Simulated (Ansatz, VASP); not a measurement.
## Ag: VASP beside Ansatz

```xyz
1
Lattice="0.0000 2.2829 2.0521 2.2829 0.0000 2.0521 2.2829 2.2829 0.0000" Properties=species:S:1:pos:R:3 pbc="T T T"
Ag    0.0000    0.0000    0.0000
```

Change from the starting cell: strain +0.1125 x Voigt [1, 1, 0, 0, 0, 0], atoms carried along.

Alike in both runs: task single point; functional r2SCAN; k mesh 26 × 26 × 26; occupations gaussian, width 0.15 eV; no spin polarisation.

|  | VASP | Ansatz |
| --- | --- | --- |
| version | VASP 6.6.1 | Ansatz 0.2.0 |
| potentials or method | VASP PAW PBE potentials, release 64 (Ag), cutoff 520 eV | scalar-relativistic, plane waves, PAW |
| valence electrons in the cell | 11 | 19 |

|  | VASP | Ansatz | Ansatz less VASP |
| --- | --- | --- | --- |
| gap on the k mesh at the Fermi level (eV) | none | none | - |
| pressure (GPa) | -11.9 | -11.8 | +0.04 |
| traceless stress, the component that is largest in VASP (GPa) | 0.55 | 0.54 | -0.009 |

VASP's potentials were made for PBE, not for r2SCAN. A gap of «none» marks a metal or a gap that the smearing closes. The functional is the same, so the differences come from potentials, cutoffs and numerics. VASP's potentials hold 11 valence electrons a cell and Ansatz's 19, so a difference there can come from the potentials and not from the codes.
